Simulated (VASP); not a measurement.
# C (Pm-3n) in VASP: a series of runs, part 2 of 2

VASP 6.6.1. Earlier steps stand in the parts before.

## (4) Relaxation of cell and atoms, PBEsol

This run uses another cell than the first one, of 6.62 Å³/atom.

INCAR

```
PREC = Accurate
ENCUT = 600
EDIFF = 1E-6
ISMEAR = -1
SIGMA = 0.1
LREAL = F
LASPH = T
NELM = 100
ALGO = Normal
ISIF = 3
LWAVE = F
LCHARG = F
GGA = PS
IBRION = 2
NSW = 80
EDIFFG = -0.01
```

KPOINTS

```
Automatic mesh
0
Gamma
  7 7 7
```

POSCAR

```
C
1.0
    3.7546000832      0.0000000000      0.0000000000
    0.0000000000      3.7546000832      0.0000000000
    0.0000000000      0.0000000000      3.7546000832
C
8
Direct
    0.0000000000      0.0000000000      0.0000000000
    0.5000000000      0.5000000000      0.5000000000
    0.2500000000      0.0000000000      0.5000000000
    0.7500000000      0.0000000000      0.5000000000
    0.5000000000      0.2500000000      0.0000000000
    0.5000000000      0.7500000000      0.0000000000
    0.0000000000      0.5000000000      0.2500000000
    0.0000000000      0.5000000000      0.7500000000
```

Potentials or basis: VASP PAW PBE potentials, release 64 (C).

The run is started by

```bash
$ cat potpaw_PBE.64/C/POTCAR > POTCAR
$ mpirun -np 1 vasp_std > vasp.out
```

OUTCAR:

```text
PREC = Accurate
   ENCUT = 600
   EDIFF = 1E-6
   ISMEAR = -1
   LREAL = F
   LASPH = T
   NELM = 100
   ISIF = 3
   GGA = PS
   IBRION = 2
   NSW = 80
   EDIFFG = -0.01

 ion  position               nearest neighbor table
   1  0.000  0.000  0.000-
   2  0.500  0.500  0.500-
   3  0.250  0.000  0.500-   4 1.88   4 1.88
   4  0.750  0.000  0.500-   3 1.88   3 1.88
   5  0.500  0.250  0.000-   6 1.88   6 1.88
   6  0.500  0.750  0.000-   5 1.88   5 1.88
   7  0.000  0.500  0.250-   8 1.88   8 1.88
   8  0.000  0.500  0.750-   7 1.88   7 1.88

  LATTYP: Found a simple cubic cell.
 ALAT       =     3.7546000832

  Lattice vectors:

 A1 = (   3.7546000832,   0.0000000000,   0.0000000000)
 A2 = (   0.0000000000,   3.7546000832,   0.0000000000)
 A3 = (   0.0000000000,   0.0000000000,   3.7546000832)

Analysis of symmetry for initial positions (statically):
=====================================================================
 Subroutine PRICEL returns:
 Original cell was already a primitive cell.

 Routine SETGRP: Setting up the symmetry group for a
 simple cubic supercell.

 Subroutine GETGRP returns: Found 48 space group operations
 (whereof 24 operations were pure point group operations)
 out of a pool of 48 trial point group operations.

The static configuration has the point symmetry T_h .
 The point group associated with its full space group is O_h .

Analysis of symmetry for dynamics (positions and initial velocities):
=====================================================================
 Subroutine PRICEL returns:
 Original cell was already a primitive cell.

 Routine SETGRP: Setting up the symmetry group for a
 simple cubic supercell.

 Subroutine GETGRP returns: Found 48 space group operations
 (whereof 24 operations were pure point group operations)
 out of a pool of 48 trial point group operations.

The dynamic configuration has the point symmetry T_h .
 The point group associated with its full space group is O_h .

 Subroutine INISYM returns: Found 48 space group operations
 (whereof 24 operations are pure point group operations),
 and found     1 'primitive' translations

----------------------------------------------------------------------------------------

                                     Primitive cell

  volume of cell :      52.9287

  direct lattice vectors                    reciprocal lattice vectors
     3.754600083  0.000000000  0.000000000     0.266339950  0.000000000  0.000000000
     0.000000000  3.754600083  0.000000000     0.000000000  0.266339950  0.000000000
     0.000000000  0.000000000  3.754600083     0.000000000  0.000000000  0.266339950

  length of vectors
     3.754600083  3.754600083  3.754600083     0.266339950  0.266339950  0.266339950

  position of ions in fractional coordinates (direct lattice)
     0.000000000  0.000000000  0.000000000
     0.500000000  0.500000000  0.500000000
     0.250000000  0.000000000  0.500000000
     0.750000000  0.000000000  0.500000000
     0.500000000  0.250000000  0.000000000
     0.500000000  0.750000000  0.000000000
     0.000000000  0.500000000  0.250000000
     0.000000000  0.500000000  0.750000000

  ion indices of the primitive-cell ions
   primitive index   ion index
                 1           1
                 2           2
                 3           3
                 4           4
                 5           5
                 6           6
                 7           7
                 8           8

----------------------------------------------------------------------------------------

 KPOINTS: Automatic mesh

Automatic generation of k-mesh.
 Grid dimensions read from file:
 generate k-points for:    7    7    7

 Generating k-lattice:

  Cartesian coordinates                     Fractional coordinates (reciprocal lattice)
     0.038048564  0.000000000  0.000000000     0.142857143  0.000000000  0.000000000
     0.000000000  0.038048564  0.000000000     0.000000000  0.142857143  0.000000000
     0.000000000  0.000000000  0.038048564     0.000000000  0.000000000  0.142857143

  Length of vectors
     0.038048564  0.038048564  0.038048564

  Shift w.r.t. Gamma in fractional coordinates (k-lattice)
     0.000000000  0.000000000  0.000000000

 Subroutine IBZKPT returns following result:
 ===========================================

 Found     20 irreducible k-points:

 Following reciprocal coordinates:
            Coordinates               Weight
  0.000000  0.000000  0.000000      1.000000
  0.142857  0.000000  0.000000      6.000000
  0.285714  0.000000  0.000000      6.000000
  0.428571  0.000000  0.000000      6.000000
  0.142857  0.142857  0.000000     12.000000
  0.285714  0.142857  0.000000     24.000000
[... 12 lines left out ...]
  0.428571  0.428571  0.285714     24.000000
  0.428571  0.428571  0.428571      8.000000
   k-points           NKPTS =     20   k-points in BZ     NKDIM =     20   number of bands    NBANDS=     21
   number of dos      NEDOS =    301   number of ions     NIONS =      8
   total plane-waves  NPLWV =  27000
   dimension x,y,z NGX =    30 NGY =   30 NGZ =   30
   dimension x,y,z NGXF=    60 NGYF=   60 NGZF=   60
   ions per type =               8
   NGX,Y,Z   is equivalent  to a cutoff of  13.28, 13.28, 13.28 a.u.
   NGXF,Y,Z  is equivalent  to a cutoff of  26.57, 26.57, 26.57 a.u.
 SYSTEM =  unknown system
   PREC   = accura    normal or accurate (medium, high low for compatibility)
   ISTART =      0    job   : 0-new  1-cont  2-samecut
   ICHARG =      2    charge: 1-file 2-atom 10-const
   ISPIN  =      1    spin polarized calculation?
   LNONCOLLINEAR =      F non collinear calculations
   LSORBIT =      F    spin-orbit coupling
   LASPH  =      T    aspherical Exc in radial PAW
   ENCUT  =  600.0 eV  44.10 Ry    6.64 a.u.   7.50  7.50  7.50*2*pi/ulx,y,z
   NELM   =    100;   NELMIN=  2; NELMDL= -5     # of ELM steps
   EDIFF  = 0.1E-05   stopping-criterion for ELM
   LREAL  =      F    real-space projection
   EDIFFG = -.1E-01   stopping-criterion for IOM
   NSW    =     80    number of steps for IOM
   IBRION =      2    ionic relax: 0-MD 1-quasi-New 2-CG
   NFREE  =      1    steps in history (QN), initial steepest desc. (CG)
   ISIF   =      3    stress and relaxation
   ISYM   =      2    0-nonsym 1-usesym 2-fastsym
   POTIM  = 0.5000    time-step for ionic-motion
   TEBEG  =    0.0;   TEEND  =   0.0 temperature during run
   PSTRESS=    0.0 pullay stress
   NELECT =      32.0000    total number of electrons
   NUPDOWN=      -1.0000    fix difference up-down
   EMIN   =  10.00;   EMAX   =-10.00  energy-range for DOS
   EFERMI =   0.00;   METHOD = LEGACY
   ISMEAR =    -1;   SIGMA  =   0.10  broadening in eV -4-tet -1-fermi 0-gaus
   EFERMI_NEDOS =   21; number of points for ismear=-14 and -15
   IALGO  =     38    algorithm
   IMIX   =      4    mixing-type and parameters
     AMIX     =   0.40;   BMIX     =  1.00
     AMIX_MAG =   1.60;   BMIX_MAG =  1.00
  volume/ion in A,a.u.               =       6.62        44.65
  Fermi-wavevector in a.u.,A,eV,Ry     =   1.384292  2.615933 26.072371  1.916265
  Thomas-Fermi vector in A             =   2.508810
   LORBIT       =      0    0 simple, 1 ext, 2 COOP (PROOUT), +10 PAW based schemes
   GGA     = PS    functional components
   LHFCALC =     F    Hartree Fock is set to
   AEXX    =    0.0000 exact exchange contribution
   IVDW    =     0    specifies the selected vdW correction
   LEPSILON=     F    determine dielectric tensor
   LRPA    =     F    only Hartree local field effects (RPA)
 conjugate gradient relaxation of ions
 non-spin polarized calculation
  energy-cutoff  :      600.00
  volume of cell :       52.93
 maximum number of plane-waves:      1791
 NGX is ok and might be reduce to    30
   NGX = 15   NGY = 15   NGZ = 15

--------------------------------------- Ionic step        1  -------------------------------------------

 number of electron      32.0000000 magnetization

 Free energy of the ion-electron system (eV)
  ---------------------------------------------------
  ext. energy  EPLUGINS =         0.00000000
  ---------------------------------------------------
  free energy    TOTEN  =       -41.63208235 eV

  energy without entropy =      -41.54890217  energy(sigma->0) =      -41.59049226

------------------------ aborting loop because EDIFF is reached ----------------------------------------

  FORCE on cell =-STRESS in cart. coord.  units (eV):
  Direction    XX          YY          ZZ          XY          YZ          ZX
  --------------------------------------------------------------------------------------
  -------------------------------------------------------------------------------------
  Total        3.2689436      3.2689436      3.2689436     -0.0000000      0.0000000      0.0000000
  in kB       98.9525431     98.9525431     98.9525431     -0.0000000      0.0000000      0.0000000
  external PRESSURE =      98.9525431 kB  Pullay stress =       0.0000000 kB
[... 69 lines left out ...]
  energy  without entropy=      -41.6261537998  energy(sigma->0) =      -41.66930589

--------------------------------------- Ionic step        3  -------------------------------------------

 number of electron      32.0000000 magnetization

 Free energy of the ion-electron system (eV)
  ---------------------------------------------------
  ext. energy  EPLUGINS =         0.00000000
  ---------------------------------------------------
  free energy    TOTEN  =       -41.71423387 eV

  energy without entropy =      -41.62832771  energy(sigma->0) =      -41.67128079

 E-fermi :   8.2930     XC(G=0): -13.0140

 val. band max:        8.2631371235   @ k =   0.4286   0.2857   0.2857
 cond. band min:       8.3689086704   @ k =   0.1429   0.0000   0.0000
 fundamental gap:      0.1057715469
 Fermi energy:         8.2929841875

 k-point     1 :       0.0000    0.0000    0.0000
  band No.  band energies     occupation
      1     -11.2112      2.00000
      2      -3.3443      2.00000
      3      -3.3443      2.00000
      4      -3.2984      2.00000
      5      -2.0768      2.00000
      6      -2.0768      2.00000
[... 504 lines left out ...]
  FREE ENERGIE OF THE ION-ELECTRON SYSTEM (eV)
  ---------------------------------------------------
  free  energy   TOTEN  =       -41.7142338723 eV

  energy  without entropy=      -41.6283277051  energy(sigma->0) =      -41.67128079

 reached required accuracy - stopping structural energy minimisation
```

Run time: 67 s. Hardware: 1 thread of Intel Xeon 8259CL, shared host; peak memory 0.17 GiB.

What came out:

```yaml
Free_energy: -41.7142 eV
Relaxed_volume: 6.96 Å³/atom
Relaxed_cell: a = 3.819 Å, b = 3.819 Å, c = 3.819 Å, α = 90.00°, β = 90.00°, γ = 90.00°
Space_group_after_relaxing_to_0.1_Å: Pm-3n (No. 223)
Energy_gained_by_relaxing: 10.3 meV/atom
Ionic_steps: 3
Pressure_after_relaxing: 0.0 GPa
Band_gap_on_the_k_mesh: zero (bands 16 and 17 overlap by 2.38 eV)
```

Step by step:
| step | energy change (eV) | largest force (eV/Å) | pressure (GPa) | volume (Å³) |
| --- | --- | --- | --- | --- |
| 1 | 0.0000 | 0.0000 | 9.90 | 52.93 |
| 2 | -0.0804 | 0.0000 | -1.33 | 56.12 |
| 3 | -0.0822 | 0.0000 | 0.02 | 55.69 |

Final structure:
```
CELL_PARAMETERS angstrom
3.81880 0.00000 0.00000
0.00000 3.81880 0.00000
0.00000 0.00000 3.81880
ATOMIC_POSITIONS crystal
C 0.00000 0.00000 0.00000
C 0.50000 0.50000 0.50000
C 0.25000 0.00000 0.50000
C 0.75000 0.00000 0.50000
C 0.50000 0.25000 0.00000
C 0.50000 0.75000 0.00000
C 0.00000 0.50000 0.25000
C 0.00000 0.50000 0.75000
```

Levels at points of the mesh, in eV from the Fermi level:
| k point | band 13 | band 14 | band 15 | band 16 | band 17 | band 18 | band 19 | band 20 |
| --- | --- | --- | --- | --- | --- | --- | --- | --- |
| (0.00, 0.00, 0.00) | -3.50 | -2.90 | -2.90 | -2.90 | -1.19 | -1.19 | -1.19 | -0.46 |

Caveat: the PAW data sets were made with another functional, which shifts forces and pressure a little.

## (5) Overview

| task | cell | k mesh | cutoff (eV) | gap on the mesh (eV) | pressure (GPa) |
| --- | --- | --- | --- | --- | --- |
| single point | a = 3.818 Å, 8 atoms | 7 × 7 × 7 | 520 | none | 0.3 |
| single point | a = 3.818 Å, 8 atoms | 9 × 9 × 9 | 520 | none | 0.4 |
| relaxation of cell and atoms | relaxed from a = 3.755 Å, 8 atoms | 7 × 7 × 7 | 600 | none | 0.0 |

Alike in all rows: level PBEsol; potentials or basis VASP PAW PBE potentials, release 64 (C); no spin polarisation; smearing fermi-dirac 0.1 eV.

Caveats: the PAW data sets were made with another functional, which shifts forces and pressure a little.

Total energies depend on the potentials used, so only differences within one code and one set of settings carry meaning.
